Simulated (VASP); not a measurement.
Write the native input for VASP 6.6.1 that does the following.

```yaml
Task: single point
Functional: PBE
Potentials_or_basis: VASP PAW PBE potentials, release 64 (Mn_pv, O)
Cutoff: 520 eV
k_mesh: 12 × 12 × 8
Occupations: gaussian, width 0.02 eV
Spin: collinear spin, antiferromagnetic start
Starting_moments: "[4.73, -4.73, 0.0, 0.0] μB"
Hubbard_terms: Mn d U = 3.9 eV
Dipole_correction: no
Further_INCAR_settings: ALGO = Normal; EDIFF = 1e-06; NBANDS = 31
```

The structure of MnO lies in POSCAR:

```
MnO
1.0
    0.0000000000      2.2639807959     -2.2639807959
    0.0000000000      2.2639807959      2.2639807959
    4.5034007807      0.0000000000      0.0000000000
Mn O
2 2
Direct
    0.0000000000      0.0000000000      0.0000000000
    0.5000000000      0.5000000000      0.5000000000
    0.0000000000      1.0000000000      0.5000000000
    0.5000000000      1.5000000000      1.0000000000
```

One way to write it, as run:

INCAR

```
  ALGO = Normal
  EDIFF = 1E-6
  ENCUT = 520
  GGA = PE
  ISIF = 2
  ISMEAR = 0
  ISPIN = 2
  LASPH = T
  LCHARG = T
  LDAU = T
  LDAUJ = 0 0
  LDAUL = 2 -1
  LDAUPRINT = 1
  LDAUTYPE = 2
  LDAUU = 3.9 0
  LELF = T
  LMAXMIX = 4
  LORBIT = 11
  LREAL = F
  LVHAR = T
  LWAVE = F
  MAGMOM = 4.73 -4.73 0 0
  NBANDS = 31
  NELM = 150
  PREC = Accurate
  SIGMA = 0.02
```

KPOINTS

```
k-points
0
Gamma
  12 12 8
```

Potentials or basis: VASP PAW PBE potentials, release 64 (Mn_pv, O).

The run is started by

```bash
$ cat potpaw_PBE.64/Mn_pv/POTCAR potpaw_PBE.64/O/POTCAR > POTCAR
$ mpirun -np 1 vasp_std > vasp.out
```

Results of the run:

The pressure is -1.6 GPa and the band gap on the k mesh is 0.63 eV. The net moment is 0.00 μB per cell and the site moments are Mn +4.62, -4.62; O -0.05, +0.05 μB. The valence electrons inside the program's atomic spheres are Mn 11.30; O 4.99.

Wall time 2.5 min on 1 thread of Intel(R) Xeon(R) Platinum 8488C (Sapphire Rapids), on a shared host, peak memory 0.37 GiB.
